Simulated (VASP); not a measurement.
# SiC (P6_3mc) in VASP: notebook

Runs on SiC. Level: r2SCAN. Tasks: single point.

Everything below comes from runs of VASP 6.6.1. Logs are shortened: lines on timing, memory, paths and dates and some standing lists are left out, and cuts for length are marked.

**1. The cell of the first run**

The structure is hexagonal, space group P6_3mc (No. 186). The conventional cell has a = 3.079 Å, b = 3.079 Å, c = 20.138 Å, α = 90.00°, β = 90.00°, γ = 120.00°. Si (site symmetry 3m) has 4 C at 1.89 Å within 2.5 Å. Within 2.5 Å of Si (site symmetry 3m) lie 4 C at 1.88 to 1.89 Å. Si (site symmetry 3m) has 4 C at 1.89 Å within 2.5 Å. Within 2.5 Å of Si (site symmetry 3m) lie 4 C at 1.88 to 1.89 Å. Within 2.5 Å of C (site symmetry 3m) lie 4 Si at 1.89 Å. Within 2.5 Å of C (site symmetry 3m) lie 4 Si at 1.88 to 1.89 Å. Within 2.5 Å of C (site symmetry 3m) lie 4 Si at 1.88 to 1.89 Å. C (site symmetry 3m) has 4 Si at 1.89 Å within 2.5 Å.

**2. Single point, r2SCAN**

The input, POSCAR:

```
SiC
1.0
    3.0788729897      0.0000000000      0.0000000000
   -1.5394364949      2.6663822241      0.0000000000
    0.0000000000      0.0000000000     20.1377405465
Si C
8 8
Direct
    0.3333333333      0.6666666667      0.2501063495
    0.6666666667      0.3333333333      0.7501063495
    0.3333333333      0.6666666667      0.6249944385
    0.6666666667      0.3333333333      0.1249944385
    0.0000000000      0.0000000000      0.0000963193
    0.0000000000      0.0000000000      0.5000963193
    0.3333333333      0.6666666667      0.8751875600
    0.6666666667      0.3333333333      0.3751875600
    0.3333333333      0.6666666667      0.9689192746
    0.6666666667      0.3333333333      0.4689192746
    0.0000000000      0.0000000000      0.0938567182
    0.0000000000      0.0000000000      0.5938567182
    0.3333333333      0.6666666667      0.3441259669
    0.6666666667      0.3333333333      0.8441259669
    0.3333333333      0.6666666667      0.7187133730
    0.6666666667      0.3333333333      0.2187133730
```

The input, INCAR.step1:

```
ALGO     = Normal         # electronic algorithm
EDIFF    = 1E-4           # SCF threshold, eV
ENCUT    = 520            # plane-wave cutoff, eV
GGA      = PE             # functional
ISMEAR   = 0              # smearing method
LASPH    = T              # aspherical terms in the spheres
LCHARG   = F              # write CHGCAR
LREAL    = Auto         
LWAVE    = T              # write WAVECAR
NBANDS   = 46             # bands
NELM     = 100            # most SCF steps
PREC     = Accurate       # precision mode
SIGMA    = 0.02           # smearing width, eV
```

The input, INCAR.step2:

```
ALGO     = Normal         # electronic algorithm
EDIFF    = 1E-6           # SCF threshold, eV
ENCUT    = 520            # plane-wave cutoff, eV
ISIF     = 2              # what is computed and relaxed
ISMEAR   = 0              # smearing method
ISTART   = 1            
LASPH    = T              # aspherical terms in the spheres
LCHARG   = F              # write CHGCAR
LMIXTAU  = T            
LREAL    = Auto         
LWAVE    = F              # write WAVECAR
METAGGA  = R2SCAN         # meta-GGA
NBANDS   = 46             # bands
NELM     = 100            # most SCF steps
PREC     = Accurate       # precision mode
SIGMA    = 0.02           # smearing width, eV
```

The input, KPOINTS:

```
k-points
0
Gamma
  12 12 2
```

Potentials or basis: VASP PAW PBE potentials, release 64 (Si, C).

Launch:

```bash
$ cat potpaw_PBE.64/Si/POTCAR potpaw_PBE.64/C/POTCAR > POTCAR
$ cp INCAR.step1 INCAR
$ mpirun -np 1 vasp_std > vasp.out
$ cp INCAR.step2 INCAR
$ mpirun -np 1 vasp_std > vasp.out
```

OUTCAR:

```text
EDIFF = 1E-6
   ENCUT = 520
   ISIF = 2
   ISMEAR = 0
   ISTART = 1
   LASPH = T
   LREAL = Auto
   METAGGA = R2SCAN
   NELM = 100
   PREC = Accurate

 ion  position               nearest neighbor table
   1  0.333  0.667  0.250-  16 1.89  16 1.89  16 1.89  13 1.89   8 3.08   8 3.08   8 3.08   4 3.08
                             4 3.08   4 3.08
   2  0.667  0.333  0.750-  15 1.89  15 1.89  15 1.89  14 1.89   7 3.08   7 3.08   7 3.08   3 3.08
                             3 3.08   3 3.08
   3  0.333  0.667  0.625-  12 1.88  12 1.88  12 1.88  15 1.89   6 3.08   6 3.08   6 3.08   2 3.08
                             2 3.08   2 3.08
   4  0.667  0.333  0.125-  11 1.88  11 1.88  11 1.88  16 1.89   5 3.08   5 3.08   5 3.08   1 3.08
                             1 3.08   1 3.08
   5  0.000  0.000  0.000-   9 1.89   9 1.89   9 1.89  11 1.89   4 3.08   4 3.08   4 3.08   7 3.08
                             7 3.08   7 3.08
   6  0.000  0.000  0.500-  10 1.89  10 1.89  10 1.89  12 1.89   3 3.08   3 3.08   3 3.08   8 3.08
                             8 3.08   8 3.08
   7  0.333  0.667  0.875-  14 1.88  14 1.88  14 1.88   9 1.89   5 3.08   5 3.08   5 3.08   2 3.08
                             2 3.08   2 3.08
   8  0.667  0.333  0.375-  13 1.88  13 1.88  13 1.88  10 1.89   6 3.08   6 3.08   6 3.08   1 3.08
                             1 3.08   1 3.08
   9  0.333  0.667  0.969-   5 1.89   5 1.89   5 1.89   7 1.89
  10  0.667  0.333  0.469-   6 1.89   6 1.89   6 1.89   8 1.89
  11  0.000  0.000  0.094-   4 1.88   4 1.88   4 1.88   5 1.89
  12  0.000  0.000  0.594-   3 1.88   3 1.88   3 1.88   6 1.89
  13  0.333  0.667  0.344-   8 1.88   8 1.88   8 1.88   1 1.89
  14  0.667  0.333  0.844-   7 1.88   7 1.88   7 1.88   2 1.89
  15  0.333  0.667  0.719-   2 1.89   2 1.89   2 1.89   3 1.89
  16  0.667  0.333  0.219-   1 1.89   1 1.89   1 1.89   4 1.89

  LATTYP: Found a hexagonal cell.
 ALAT       =     3.0788729897
 C/A-ratio  =     6.5406207446

  Lattice vectors:

 A1 = (   3.0788729897,   0.0000000000,   0.0000000000)
 A2 = (  -1.5394364949,   2.6663822241,   0.0000000000)
 A3 = (   0.0000000000,   0.0000000000,  20.1377405465)

Analysis of symmetry for initial positions (statically):
=====================================================================
 Subroutine PRICEL returns:
 Original cell was already a primitive cell.

 Routine SETGRP: Setting up the symmetry group for a
 hexagonal supercell.

 Subroutine GETGRP returns: Found 12 space group operations
 (whereof  6 operations were pure point group operations)
 out of a pool of 24 trial point group operations.

The static configuration has the point symmetry C_3v.
 The point group associated with its full space group is C_6v.

[... 150 lines left out ...]
   TEBEG  =    0.0;   TEEND  =   0.0 temperature during run
   PSTRESS=    0.0 pullay stress
   NELECT =      64.0000    total number of electrons
   NUPDOWN=      -1.0000    fix difference up-down
   EMIN   =  10.00;   EMAX   =-10.00  energy-range for DOS
   EFERMI =   0.00;   METHOD = LEGACY
   ISMEAR =     0;   SIGMA  =   0.02  broadening in eV -4-tet -1-fermi 0-gaus
   EFERMI_NEDOS =   21; number of points for ismear=-14 and -15
   IALGO  =     38    algorithm
   IMIX   =      4    mixing-type and parameters
     AMIX     =   0.40;   BMIX     =  1.00
     AMIX_MAG =   1.60;   BMIX_MAG =  1.00
  volume/ion in A,a.u.               =      10.33        69.73
  Fermi-wavevector in a.u.,A,eV,Ry     =   1.193145  2.254717 19.369182  1.423595
  Thomas-Fermi vector in A             =   2.329166
   LORBIT       =      0    0 simple, 1 ext, 2 COOP (PROOUT), +10 PAW based schemes
   METAGGA = R2SCAN    functional components
   LHFCALC =     F    Hartree Fock is set to
   AEXX    =    0.0000 exact exchange contribution
   IVDW    =     0    specifies the selected vdW correction
   LEPSILON=     F    determine dielectric tensor
   LRPA    =     F    only Hartree local field effects (RPA)
 non-spin polarized calculation
 Gauss-broadening in eV      SIGMA  =   0.02
  energy-cutoff  :      520.00
  volume of cell :      165.32
 maximum number of plane-waves:      4484
 NGX is ok and might be reduce to    24
   NGX = 11   NGY = 11   NGZ = 75

 number of electron      63.9999998 magnetization

 Free energy of the ion-electron system (eV)
  ---------------------------------------------------
  ext. energy  EPLUGINS =         0.00000000
  ---------------------------------------------------
  free energy    TOTEN  =      -154.62606231 eV

  energy without entropy =     -154.62606231  energy(sigma->0) =     -154.62606231

 E-fermi :   8.1215     XC(G=0): -11.9387

 val. band max:        8.0342683244   @ k =   0.0000   0.0000   0.0000
 cond. band min:      10.1762497129   @ k =   0.5000   0.0000   0.0000
 fundamental gap:      2.1419813885
 Fermi energy:         8.1215324827

 k-point     1 :       0.0000    0.0000    0.0000
  band No.  band energies     occupation
      1      -8.1991      2.00000
      2      -7.9019      2.00000
      3      -7.8638      2.00000
      4      -6.9710      2.00000
      5      -6.9522      2.00000
      6      -5.5919      2.00000
[... 1117 lines left out ...]
     43      15.4214      0.00000
     44      15.4214      0.00000

 [... further k-points ...]

 [bands above 44 left out]

------------------------ aborting loop because EDIFF is reached ----------------------------------------

  FORCE on cell =-STRESS in cart. coord.  units (eV):
  Direction    XX          YY          ZZ          XY          YZ          ZX
  --------------------------------------------------------------------------------------
  -------------------------------------------------------------------------------------
  Total       -0.1454215     -0.1454215     -0.2112186      0.0000000     -0.0000000      0.0000000
  in kB       -1.4093353     -1.4093353     -2.0469995      0.0000000     -0.0000000      0.0000000
  external PRESSURE =      -1.6218901 kB  Pullay stress =       0.0000000 kB

 VOLUME and BASIS-vectors are now :
 -----------------------------------------------------------------------------
  energy-cutoff  :      520.00
  volume of cell :      165.32
      direct lattice vectors                 reciprocal lattice vectors
     3.078872990  0.000000000  0.000000000     0.324794171  0.187520002  0.000000000
    -1.539436495  2.666382224  0.000000000     0.000000000  0.375040004  0.000000000
     0.000000000  0.000000000 20.137740547     0.000000000  0.000000000  0.049658004

 POSITION                                       TOTAL-FORCE (eV/Angst)
 -----------------------------------------------------------------------------------
     -0.00000      1.77759      5.03658        -0.000000      0.000000     -0.003687
      1.53944      0.88879     15.10545         0.000000     -0.000000     -0.003687
     -0.00000      1.77759     12.58598         0.000000     -0.000000     -0.003048
      1.53944      0.88879      2.51711        -0.000000      0.000000     -0.003048
      0.00000      0.00000      0.00194         0.000000     -0.000000     -0.002119
      0.00000      0.00000     10.07081        -0.000000      0.000000     -0.002119
[... 8 lines left out ...]
     -0.00000      1.77759     14.47326         0.000000     -0.000000      0.016542
      1.53944      0.88879      4.40439        -0.000000     -0.000000      0.016542
 -----------------------------------------------------------------------------------
    total drift:                               -0.000000     -0.000000      0.015450

  FREE ENERGIE OF THE ION-ELECTRON SYSTEM (eV)
  ---------------------------------------------------
  free  energy   TOTEN  =      -154.6260623131 eV

  energy  without entropy=     -154.6260623131  energy(sigma->0) =     -154.62606231
```

OUTCAR.step1:

```text
EDIFF = 1E-4
   ENCUT = 520
   GGA = PE
   ISMEAR = 0
[... 1410 lines left out ...]
      0.00000      0.00000      0.00194         0.000000      0.000000     -0.001111
      0.00000      0.00000     10.07081        -0.000000      0.000000     -0.001111
[... 8 lines left out ...]
     -0.00000      1.77759     14.47326         0.000000     -0.000000      0.021474
      1.53944      0.88879      4.40439         0.000000      0.000000      0.021474
 -----------------------------------------------------------------------------------
    total drift:                                0.000000      0.000000      0.014535

  FREE ENERGIE OF THE ION-ELECTRON SYSTEM (eV)
  ---------------------------------------------------
  free  energy   TOTEN  =      -120.4745494223 eV

  energy  without entropy=     -120.4745494223  energy(sigma->0) =     -120.47454942
```

OSZICAR.step1:

```text
N       E                     dE             d eps       ncg     rms          rms(c)
DAV:   1     0.175827505484E+03    0.17583E+03   -0.29098E+04  3496   0.125E+03
DAV:   2    -0.117880215454E+03   -0.29371E+03   -0.27559E+03  4490   0.219E+02
DAV:   3    -0.135043382607E+03   -0.17163E+02   -0.17036E+02  4476   0.507E+01
DAV:   4    -0.135332980239E+03   -0.28960E+00   -0.28889E+00  4448   0.742E+00
DAV:   5    -0.135339717179E+03   -0.67369E-02   -0.67317E-02  4360   0.108E+00    0.250E+01
DAV:   6    -0.120878787903E+03    0.14461E+02   -0.44501E+01  4264   0.218E+01    0.111E+01
DAV:   7    -0.120537818766E+03    0.34097E+00   -0.42662E+00  4584   0.697E+00    0.475E+00
DAV:   8    -0.120479507113E+03    0.58312E-01   -0.28203E-01  4204   0.189E+00    0.147E+00
DAV:   9    -0.120473454147E+03    0.60530E-02   -0.39556E-02  4296   0.815E-01    0.204E-01
DAV:  10    -0.120474350298E+03   -0.89615E-03   -0.30324E-03  4404   0.213E-01    0.109E-01
DAV:  11    -0.120474547065E+03   -0.19677E-03   -0.39785E-04  3808   0.100E-01    0.229E-02
DAV:  12    -0.120474549422E+03   -0.23573E-05   -0.25895E-05  2474   0.208E-02
   1 F= -.12047455E+03 E0= -.12047455E+03  d E =-.990507E-18
```

Run time: 8.8 min. Hardware: 1 thread of Intel Xeon 6975P-C (Granite Rapids), shared host; peak memory 0.4 GiB.

Results:

* Free energy: -154.6261 eV
* Pressure: -0.2 GPa
* Largest force: 0.017 eV/Å
* Band gap on the k mesh: 2.14 eV, indirect (least direct gap 3.29 eV)

Forces on the atoms (eV/Å):
```
Si   0.000  0.000 -0.004
Si   0.000  0.000 -0.004
Si   0.000  0.000 -0.003
Si   0.000  0.000 -0.003
Si   0.000  0.000 -0.002
Si   0.000  0.000 -0.002
Si   0.000  0.000  0.002
Si   0.000  0.000  0.002
C    0.000  0.000 -0.002
C    0.000  0.000 -0.002
C    0.000  0.000  0.003
C    0.000  0.000  0.003
C    0.000  0.000 -0.010
C    0.000  0.000 -0.010
C    0.000  0.000  0.017
C    0.000  0.000  0.017
```

Levels at points of the mesh, in eV from the valence-band top:
```
           k point  band 29  band 30  band 31  band 32  band 33  band 34  band 35  band 36
(0.00, 0.00, 0.00)    -0.19    -0.03     0.00     0.00     5.79     5.86     6.18     6.45
(0.50, 0.00, 0.00)    -1.61    -1.58    -1.47    -1.15     2.14     2.35     3.29     3.53
(0.00, 0.00, 0.50)    -0.06    -0.06    -0.06    -0.06     5.82     5.82     6.29     6.29
(0.50, 0.00, 0.50)    -1.69    -1.69    -1.27    -1.27     2.27     2.27     3.34     3.34
```

Caveat: the PAW data sets were made with another functional, which shifts forces and pressure a little.

(Continued in part 2 of 3.)
